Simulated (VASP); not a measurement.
# CaSe (I4/mmm) in VASP: a series of runs, part 2 of 2

VASP 6.6.1. The steps go on from the part before.

## (4) Single point, PBEsol (in-plane strain +0.02, then relaxed in part)

Input file INCAR:

```
  PREC = Accurate
  ENCUT = 520
  EDIFF = 1E-6
  ISMEAR = 0
  SIGMA = 0.01
  LREAL = False
  LASPH = True
  NELM = 80
  ALGO = Normal
  ISIF = 2
  LWAVE = False
  LCHARG = False
  GGA = PS
  NBANDS = 15
```

Input file KPOINTS:

```
Automatic mesh
0
Gamma
  8 8 8
```

Input file POSCAR:

```
CaSe
1.0
    2.9931395951      2.9931395951      0.0000000000
   -2.9931395951      2.9931395951      0.0000000000
    0.0000000000      2.9931395951      2.9165001427
Ca Se
1 1
Direct
    0.0000000000      0.0000000000      0.0000000000
    0.5000000000      0.5000000000      0.0000000000
```

Potentials or basis: VASP PAW PBE potentials, release 64 (Ca_sv, Se).

Started as:

```bash
$ cat potpaw_PBE.64/Ca_sv/POTCAR potpaw_PBE.64/Se/POTCAR > POTCAR
$ mpirun -np 1 vasp_std > vasp.out
```

OUTCAR:

```text
PREC = Accurate
   ENCUT = 520
   EDIFF = 1E-6
   ISMEAR = 0
   LREAL = False
   LASPH = True
   NELM = 80
   ISIF = 2
   GGA = PS

 ion  position               nearest neighbor table
   1  0.000  0.000  0.000-   2 2.92   2 2.92
   2  0.500  0.500  0.000-   1 2.92   1 2.92

  LATTYP: Found a body centered tetragonal cell.
 ALAT       =     4.2329386095
 C/A-ratio  =     1.3780025707

  Lattice vectors:

 A1 = (   2.9931395951,   0.0000000000,  -2.9165001427)
 A2 = (  -2.9931395951,   0.0000000000,  -2.9165001427)
 A3 = (   0.0000000000,   2.9931395951,   2.9165001427)

Analysis of symmetry for initial positions (statically):
=====================================================================
 Subroutine PRICEL returns:
 Original cell was already a primitive cell.

 Routine SETGRP: Setting up the symmetry group for a
 body centered tetragonal supercell.

 Subroutine GETGRP returns: Found 16 space group operations
 (whereof 16 operations were pure point group operations)
 out of a pool of 16 trial point group operations.

The static configuration has the point symmetry D_4h.

Analysis of symmetry for dynamics (positions and initial velocities):
=====================================================================
 Subroutine PRICEL returns:
 Original cell was already a primitive cell.

 Routine SETGRP: Setting up the symmetry group for a
 body centered tetragonal supercell.

 Subroutine GETGRP returns: Found 16 space group operations
 (whereof 16 operations were pure point group operations)
 out of a pool of 16 trial point group operations.

The dynamic configuration has the point symmetry D_4h.

 Subroutine INISYM returns: Found 16 space group operations
 (whereof 16 operations are pure point group operations),
 and found     1 'primitive' translations

----------------------------------------------------------------------------------------

                                     Primitive cell
[... 114 lines left out ...]
  Thomas-Fermi vector in A             =   2.239857
   LORBIT       =      0    0 simple, 1 ext, 2 COOP (PROOUT), +10 PAW based schemes
   GGA     = PS    functional components
   LHFCALC =     F    Hartree Fock is set to
   AEXX    =    0.0000 exact exchange contribution
   IVDW    =     0    specifies the selected vdW correction
   LEPSILON=     F    determine dielectric tensor
   LRPA    =     F    only Hartree local field effects (RPA)
 non-spin polarized calculation
 Gauss-broadening in eV      SIGMA  =   0.01
  energy-cutoff  :      520.00
  volume of cell :       52.26
 maximum number of plane-waves:      1423
   NGX = 15   NGY = 15   NGZ = 15

 number of electron      15.9999997 magnetization

 Free energy of the ion-electron system (eV)
  ---------------------------------------------------
  ext. energy  EPLUGINS =         0.00000000
  ---------------------------------------------------
  free energy    TOTEN  =       -10.06092036 eV

  energy without entropy =      -10.06092036  energy(sigma->0) =      -10.06092036

 E-fermi :   2.4046     XC(G=0):  -9.2840

 val. band max:        2.2810184131   @ k =   0.0000   0.0000   0.0000
 cond. band min:       4.2158071368   @ k =   0.0000   0.0000   0.5000
 fundamental gap:      1.9347887237
 Fermi energy:         2.4046418076

 k-point     1 :       0.0000    0.0000    0.0000
  band No.  band energies     occupation
      1     -37.2921      2.00000
      2     -18.3669      2.00000
      3     -18.3669      2.00000
      4     -18.3619      2.00000
      5      -9.5179      2.00000
      6       2.2711      2.00000
      7       2.2711      2.00000
      8       2.2810      2.00000
      9       5.3784      0.00000
     10       5.8725      0.00000
     11       5.8725      0.00000
     12       6.0437      0.00000
     13       6.4745      0.00000
     14       6.5962      0.00000
[... 401 lines left out ...]
      2     -18.4341      2.00000
      3     -18.3796      2.00000
      4     -18.3719      2.00000
      5      -9.0807      2.00000
      6      -0.1013      2.00000
      7       1.3084      2.00000
      8       1.3425      2.00000
      9       6.2109      0.00000
     10       6.6781      0.00000
     11       7.3733      0.00000
     12       7.4564      0.00000
     13       8.3603      0.00000
     14       8.8727      0.00000
     15      11.4316      0.00000

 [... further k-points ...]
[... 5 lines left out ...]
  --------------------------------------------------------------------------------------
  -------------------------------------------------------------------------------------
  Total       -0.7003485     -0.7003485      0.0595052      0.0000000      0.0000000     -0.0000000
  in kB      -21.4723144    -21.4723144      1.8243974      0.0000000      0.0000000     -0.0000000
  external PRESSURE =     -13.7067438 kB  Pullay stress =       0.0000000 kB

 VOLUME and BASIS-vectors are now :
 -----------------------------------------------------------------------------
  energy-cutoff  :      520.00
  volume of cell :       52.26
      direct lattice vectors                 reciprocal lattice vectors
     2.993139595  2.993139595  0.000000000     0.167048674  0.167048674 -0.171438360
    -2.993139595  2.993139595  0.000000000    -0.167048674  0.167048674 -0.171438360
     0.000000000  2.993139595  2.916500143     0.000000000  0.000000000  0.342876719

 POSITION                                       TOTAL-FORCE (eV/Angst)
 -----------------------------------------------------------------------------------
      0.00000      0.00000      0.00000         0.000000     -0.000000      0.000000
      0.00000      2.99314      0.00000        -0.000000      0.000000      0.000000
 -----------------------------------------------------------------------------------
    total drift:                                0.000000     -0.000000     -0.000000

  FREE ENERGIE OF THE ION-ELECTRON SYSTEM (eV)
  ---------------------------------------------------
  free  energy   TOTEN  =       -10.0609203606 eV

  energy  without entropy=      -10.0609203606  energy(sigma->0) =      -10.06092036
```

It took 35 s on 1 thread of Intel Xeon 6975P-C, shared host; peak memory 0.2 GiB.

What came out:

```yaml
Free_energy: -10.0609 eV
Pressure: -1.4 GPa
Band_gap_on_the_k_mesh: 1.93 eV, indirect (least direct gap 2.84 eV)
```

Stress tensor (GPa, compression positive):
```
-2.15  0.00  0.00
 0.00 -2.15  0.00
 0.00  0.00  0.18
```

Caveat: the cell differs from its parent crystal (in-plane strain +0.02, then relaxed in part); the PAW data sets were made with another functional, which shifts forces and pressure a little. A k mesh can miss the band edges.

## (5) Overview

```csv
cell,gap on the mesh (eV),pressure (GPa)
"a = 4.191, b = 4.191, c = 4.164 Å, angles 59.8, 59.8, 90.0°, 2 atoms",1.90,-0.6
"a = 4.191, b = 4.191, c = 4.158 Å, angles 59.7, 59.7, 90.0°, 2 atoms",1.89,-0.5
"a = 4.233, b = 4.233, c = 4.179 Å, angles 59.6, 59.6, 90.0°, 2 atoms",1.93,-1.4
```

Alike in all rows: task single point; level PBEsol; potentials or basis VASP PAW PBE potentials, release 64 (Ca_sv, Se); no spin polarisation; k mesh 8 × 8 × 8; cutoff (eV) 520; smearing gaussian 0.01 eV.

Caveats: the PAW data sets were made with another functional, which shifts forces and pressure a little.

Absolute energies hang on the potentials; compare differences alone.
